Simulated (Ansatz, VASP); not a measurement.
## One calculation of S, two programs

INCAR

```
  ALGO = Normal
  EDIFF = 1E-6
  ENCUT = 520
  GGA = PE
  ISIF = 2
  ISMEAR = 0
  LASPH = T
  LCHARG = T
  LELF = T
  LREAL = F
  LVHAR = T
  LWAVE = F
  NBANDS = 27
  NELM = 100
  PREC = Accurate
  SIGMA = 0.1
```

The input KPOINTS:

```
k-points
0
Gamma
  4 4 4
```

POSCAR

```
S
1.0
    5.6427774935      0.0000000000      0.0000000000
    0.0000000000      6.1332595778      0.0000000000
   -2.5310930389      0.0000000000      5.5797652870
S
6
Direct
    0.0000000000      0.0000000000      0.0000000000
    0.0000000000      0.5000000000      0.5000000000
    0.4250000000      0.3600000000      0.2650000000
    0.5750000000      0.8600000000      0.2350000000
    0.5750000000      0.6400000000      0.7350000000
    0.4250000000      0.1400000000      0.7650000000
```

Input for Ansatz:

```yaml
crystal:
  lattice:
    - [5.6427774935, 0.0, 0.0]
    - [0.0, 6.1332595778, 0.0]
    - [-2.5310930389, 0.0, 5.579765287]
  atoms:
    - { symbol: S, position: [0.0, 0.0, 0.0] }
    - { symbol: S, position: [0.0, 0.5, 0.5] }
    - { symbol: S, position: [0.425, 0.36, 0.265] }
    - { symbol: S, position: [0.575, 0.86, 0.235] }
    - { symbol: S, position: [0.575, 0.64, 0.735] }
    - { symbol: S, position: [0.425, 0.14, 0.765] }
basis:
  ecutwfc: 420
kpoints:
  mp_grid: { grid: [4, 4, 4] }
hamiltonian:
  xc: pbe
scf:
  occupations: { method: gaussian, width: 0.1 }
  lower_state_search: "off"
output:
  forces: true
  stress: true
  eigenvalues: true
```

Alike in both runs: task single point; functional PBE; k mesh 4 × 4 × 4; occupations gaussian, width 0.1 eV; no spin polarisation.

```csv
,VASP,Ansatz
version,VASP 6.6.1,Ansatz 0.2.0
potentials or method,"VASP PAW PBE potentials, release 64 (S), cutoff 520 eV","scalar-relativistic, plane waves, PAW"
valence electrons in the cell,36,36
```

|  | VASP | Ansatz | Ansatz less VASP |
| --- | --- | --- | --- |
| gap on the k mesh at the Fermi level (eV) | none | none | - |
| pressure (GPa) | -11.3 | -11.3 | +0.03 |
| traceless stress, the component that is largest in VASP (GPa) | -2.49 | -2.49 | 0.000 |
| rms of the force components (eV/Å) | 0.378 | 0.378 | -0.0006 |

Atom by atom the forces differ by 0.001 eV/Å (rms over components). A gap of «none» marks a metal or a gap that the smearing closes.
